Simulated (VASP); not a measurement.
Ni, 1 atom in the cell. The structure is tetragonal, space group I4/mmm (No. 139). Conventional cell: a = 2.525 Å, b = 2.525 Å, c = 3.536 Å, α = 90.00°, β = 90.00°, γ = 90.00°. Within 3.3 Å of Ni (site symmetry 4/mmm) lie 12 Ni at 2.51 to 2.53 Å.  This cell differs from its parent crystal: equal xx and yy strain of +1 %.

| Item | Value |
| --- | --- |
| Program | VASP 6.6.1 |
| Task | electric field gradients |
| Functional | LDA |
| Potentials or basis | VASP PAW LDA potentials, release 64 (Ni) |
| Cutoff | 520 eV |
| k mesh | 20 × 20 × 20 |
| Occupations | fermi-dirac, width 0.05 eV |
| Spin | collinear spin, ferromagnetic start |
| Starting moments | [1.5] μB |
| Dipole correction | no |
| Further INCAR settings | ALGO = Normal; EDIFF = 1e-08; NBANDS = 15 |

Potentials or basis: VASP PAW LDA potentials, release 64 (Ni).

The run is started by

```sh
$ cat potpaw_LDA.64/Ni/POTCAR > POTCAR
$ mpirun -np 1 vasp_std > vasp.out
```

Hardware: 1 thread of Intel(R) Xeon(R) Platinum 8488C (Sapphire Rapids) (shared host).

Question: How long does it take, and how much memory?

Answer: Run time: 3.6 min on 1 thread of Intel(R) Xeon(R) Platinum 8488C (Sapphire Rapids), on a shared host, peak memory 0.26 GiB. Counts: scf iterations 15, k points 641.
